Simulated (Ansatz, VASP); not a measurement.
B3F2 in VASP and in Ansatz

The input INCAR:

```
SYSTEM = B3F2
  PREC = Accurate
  ENCUT = 600
  EDIFF = 1E-7
  ISMEAR = 0
  SIGMA = 0.1
  LREAL = .False.
  LASPH = .True.
  NELM = 80
  ALGO = Fast
  ISIF = 3
  LWAVE = .False.
  LCHARG = .False.
  GGA = PE
  IBRION = 2
  NSW = 100
  EDIFFG = -0.01
```

KPOINTS

```
regular mesh
0
Gamma
  12 12 8
  0 0 0
```

The input POSCAR:

```
B3F2
1.0
    3.3239946667      0.0000000000      0.0000000000
    0.0000000000      3.3239946667      0.0000000000
    0.0000000000      0.0000000000      4.8641038913
B F
3 2
Direct
    0.5000000000      0.0000000000      0.8133908289
    0.0000000000      0.5000000000      0.8133908289
    0.0000000000      0.0000000000      0.6946743330
    0.5000000000      0.0000000000      0.0910185195
    0.0000000000      0.5000000000      0.0910185195
```

Input for Ansatz:

```yaml
crystal:
  lattice:
    - [3.3239946667, 0.0, 0.0]
    - [0.0, 3.3239946667, 0.0]
    - [0.0, 0.0, 4.8641038913]
  atoms:
    - { symbol: B, position: [0.5, 0.0, 0.8133908289] }
    - { symbol: B, position: [0.0, 0.5, 0.8133908289] }
    - { symbol: B, position: [0.0, 0.0, 0.694674333] }
    - { symbol: F, position: [0.5, 0.0, 0.0910185195] }
    - { symbol: F, position: [0.0, 0.5, 0.0910185195] }
basis:
  ecutwfc: 420
kpoints:
  mp_grid: { grid: [12, 12, 8] }
hamiltonian:
  xc: pbe
scf:
  occupations: { method: gaussian, width: 0.1 }
output:
  forces: true
  stress: true
  eigenvalues: true
relax:
  adjacent_minimum: "off"
  f_tol: 0.01
  max_steps: 80
  cell: { stress_tol: 0.05 }
```

Alike in both runs: task relaxation of cell and atoms; functional PBE; k mesh 12 × 12 × 8; occupations gaussian, width 0.1 eV; no spin polarisation.

|  | VASP | Ansatz |
| --- | --- | --- |
| version | VASP 6.6.1 | Ansatz 0.2.0 |
| potentials or method | VASP PAW PBE potentials, release 64 (B, F), cutoff 600 eV | scalar-relativistic, plane waves, PAW |
| valence electrons in the cell | 23 | 23 |

VASP gave:

* gap on the k mesh at the Fermi level, each at its own relaxed structure (eV): none
* relaxed volume (Å³/atom): 9.97
* relaxed length of the cell vector where the two differ most in proportion (Å): 4.515

**Question.** Estimate Ansatz's values.

**Answer.** gap on the k mesh at the Fermi level, each at its own relaxed structure (eV): none; relaxed volume (Å³/atom): 10.38; relaxed length of the cell vector where the two differ most in proportion (Å): 4.684.

A gap of «none» marks a metal or a gap that the smearing closes.
